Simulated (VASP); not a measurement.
Input of a VASP 6.6.1 run:

The input INCAR:

```
SYSTEM = LiSe2
PREC     = Accurate       ! precision mode
ENCUT    = 520            ! plane-wave cutoff, eV
EDIFF    = 1E-7           ! SCF threshold, eV
ISMEAR   = 0              ! smearing method
SIGMA    = 0.1            ! smearing width, eV
LREAL    = .FALSE.        ! projectors in reciprocal space
LASPH    = .TRUE.         ! aspherical terms in the spheres
NELM     = 100            ! most SCF steps
ALGO     = Normal         ! electronic algorithm
ISIF     = 2              ! what is computed and relaxed
LWAVE    = .FALSE.        ! write WAVECAR
LCHARG   = .FALSE.        ! write CHGCAR
GGA      = PE             ! functional
IVDW     = 12             ! dispersion correction
NBANDS   = 14             ! bands
```

The input KPOINTS:

```
Automatic mesh
0
G
  15 15 12
  0 0 0
```

Contents of POSCAR:

```
LiSe2
1.0
    4.0338182944      0.0000000000      0.0000000000
   -2.0169091472      3.4933891172      0.0000000000
    0.0000000000      0.0000000000      3.9562182435
Li Se
1 2
Direct
    0.0000000000      0.0000000000      0.5000000000
    0.3333333333      0.6666666667      0.7664256795
    0.6666666667      0.3333333333      0.2335743205
```

Potentials or basis: VASP PAW PBE potentials, release 64 (Li_sv, Se).

Command:

```console
$ cat potpaw_PBE.64/Li_sv/POTCAR potpaw_PBE.64/Se/POTCAR > POTCAR
$ mpirun -np 1 vasp_std > vasp.out
```

Task: Estimate the dispersion energy per atom.

Result: -0.352 eV.

Forces on the atoms (eV/Å):
```
Li   0.000  0.000  0.000
Se   0.000  0.000  0.002
Se   0.000  0.000 -0.002
```
